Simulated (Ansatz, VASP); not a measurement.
**One calculation of LaB6, two programs**

```xyz
7
Lattice="4.1271 0.0000 0.0000 0.0000 4.1271 0.0000 0.0000 0.0000 4.1271" Properties=species:S:1:pos:R:3 pbc="T T T"
La    0.0000    0.0000    0.0000
B     0.8237    2.0635    2.0635
B     3.3034    2.0635    2.0635
B     2.0635    2.0635    0.8237
B     2.0635    2.0635    3.3034
B     2.0635    0.8237    2.0635
B     2.0635    3.3034    2.0635
```

Alike in both runs: functional PBE; k mesh 8 × 8 × 8; occupations gaussian, width 0.05 eV; no spin polarisation.

Ansatz relaxed the structure, and its values are those at the end. VASP's run is a single point on that final structure, the one shown.

|  | VASP | Ansatz |
| --- | --- | --- |
| version | VASP 6.6.1 | Ansatz 0.2.0 |
| potentials or method | VASP PAW PBE potentials, release 64 (La, B), cutoff 520 eV | scalar-relativistic, plane waves, PAW |
| valence electrons in the cell | 29 | 29 |

|  | VASP | Ansatz | Ansatz less VASP |
| --- | --- | --- | --- |
| gap on the k mesh at the Fermi level (eV) | none | none | - |
| pressure (GPa) | 3.5 | 3.6 | +0.08 |
| rms of the force components (eV/Å) | 0.009 | 0.000 | -0.0091 |

A gap of «none» marks a metal or a gap that the smearing closes. Ansatz's warnings: stress scf threshold loose.

Neither program's run includes spin-orbit coupling.
